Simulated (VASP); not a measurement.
Write the native input for VASP 6.6.1 that does the following.

- Task: single point
- Functional: PBEsol
- Dispersion: D3(BJ)
- Potentials or basis: VASP PAW PBE potentials, release 64 (Fe, Co)
- Cutoff: 600 eV
- k mesh: 2 × 2 × 3
- Occupations: fermi-dirac, width 0.15 eV
- Spin: collinear spin, ferromagnetic start
- Starting moments: [3.5, 3.5, 3.5, 2.5] μB
- Dipole correction: no
- Further INCAR settings: ALGO = Normal; EDIFF = 1e-06; NBANDS = 28

The structure of Fe3Co lies in POSCAR:

```
Fe3Co
1.0
    4.0235790000      0.0000000000      0.0000000000
    0.0000000000      4.0235790000      0.0000000000
    0.0000000000      0.0000000000      2.8277050000
Fe Co
3 1
Direct
    0.5000000000      0.5000000000      0.0000000000
    0.5000000000      0.0000000000      0.5000000000
    0.0000000000      0.5000000000      0.5000000000
    0.0000000000      0.0000000000      0.0000000000
```

The input as run:

INCAR

```
SYSTEM = Fe3Co
PREC     = Accurate       ! precision mode
ENCUT    = 600            ! plane-wave cutoff, eV
EDIFF    = 1E-6           ! SCF threshold, eV
ISMEAR   = -1             ! smearing method
SIGMA    = 0.15           ! smearing width, eV
LREAL    = .False.        ! projectors in reciprocal space
LASPH    = .True.         ! aspherical terms in the spheres
NELM     = 200            ! most SCF steps
ALGO     = Normal         ! electronic algorithm
ISIF     = 2              ! what is computed and relaxed
LWAVE    = .False.        ! write WAVECAR
LCHARG   = .False.        ! write CHGCAR
ISPIN    = 2              ! spin polarisation
MAGMOM   = 3.5 3.5 3.5 2.5 ! initial moments
LORBIT   = 11             ! projections on sites
LMAXMIX  = 4              ! l up to which the mixer works
GGA      = PS             ! functional
IVDW     = 12             ! dispersion correction
NBANDS   = 28             ! bands
GGA_COMPAT= .False.
```

KPOINTS

```
Automatic mesh
0
Gamma
  2 2 3
  0 0 0
```

Potentials or basis: VASP PAW PBE potentials, release 64 (Fe, Co).

Command:

```console
$ cat potpaw_PBE.64/Fe/POTCAR potpaw_PBE.64/Co/POTCAR > POTCAR
$ mpirun -np 1 vasp_std > vasp.out
```

It gave:

```json
{
 "Pressure": "-13.0 GPa",
 "Net moment": "8.72 μB per cell",
 "Site moments": "Fe +2.10, +2.44 (each value once); Co +1.70 μB",
 "Valence electrons inside the program's atomic spheres": "Fe 7.27, 7.22 (each value once); Co 8.24",
 "Dispersion energy per atom": "-0.337 eV"
}
```

Caveat: the k points lie up to 0.78 Å⁻¹ apart; the PAW data sets were made with another functional, which shifts forces and pressure a little.

Run time: 23 s on 1 thread of AMD EPYC 7R13 Processor (Zen 3), with other jobs on the host, peak memory 0.16 GiB.
